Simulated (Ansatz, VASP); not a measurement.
**CdS: VASP beside Ansatz**

```
Cd S
1.0
     4.07997    0.00000    0.00000
    -2.03998    3.53336    0.00000
     0.00000    0.00000    6.62895
Cd S
2 2
Direct
  0.33333 0.66667 0.99903
  0.66667 0.33333 0.49903
  0.33333 0.66667 0.37597
  0.66667 0.33333 0.87597
```

Alike in both runs: functional r2SCAN; k mesh 12 × 12 × 4; occupations fermi-dirac, width 0.02 eV; no spin polarisation.

Ansatz relaxed the structure, and its values are those at the end. VASP's run is a single point on that final structure, the one shown.

```csv
,VASP,Ansatz
version,VASP 6.6.1,Ansatz 0.2.0
potentials or method,"VASP PAW PBE potentials, release 64 (Cd, S), cutoff 520 eV",PAW plane waves
valence electrons in the cell,36,52
```

Ansatz gave:

| Quantity | Value |
| --- | --- |
| gap on the k mesh at the Fermi level (eV) | 1.78 |
| pressure (GPa) | 4.3 |

Problem. What did VASP give for the same quantities?

Solution. gap on the k mesh at the Fermi level (eV): 1.78; pressure (GPa): 4.6.

VASP's potentials were made for PBE, not for r2SCAN. VASP's potentials hold 36 valence electrons a cell and Ansatz's 52, so a difference there can come from the potentials and not from the codes. Ansatz's warnings: stress scf threshold loose.
